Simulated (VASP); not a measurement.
Runs of VASP 6.6.1 on Al3Ga4N7. The cell holds an amorphous packing of atoms, 14 atoms: a = 5.424 Å, b = 5.677 Å, c = 5.504 Å, α = 86.24°, β = 92.15°, γ = 90.49°. 

```csv
smearing,gap on the mesh (eV),pressure (GPa),largest force (eV/Å)
fermi-dirac 0.3447 eV,0.78,4.4,4.56
fermi-dirac 0.2482 eV,1.60,(b),5.98
fermi-dirac 0.05 eV,3.26,4.9,3.07
fermi-dirac 0.1379 eV,3.45,(a),3.80
```

Alike in all rows: task single point; level PBE; potentials or basis VASP PAW PBE potentials, release 64 (Al, N, Ga_d); no spin polarisation; cell as given; k mesh 1 × 1 × 1, shifted; cutoff (eV) 520.

Task: Estimate the missing entries.

Result: (a) 7.3; (b) 14.3.

Caveats: all runs use coarse meshes.

A k mesh can miss the band edges, and the runs leave out spin-orbit coupling on Ga.
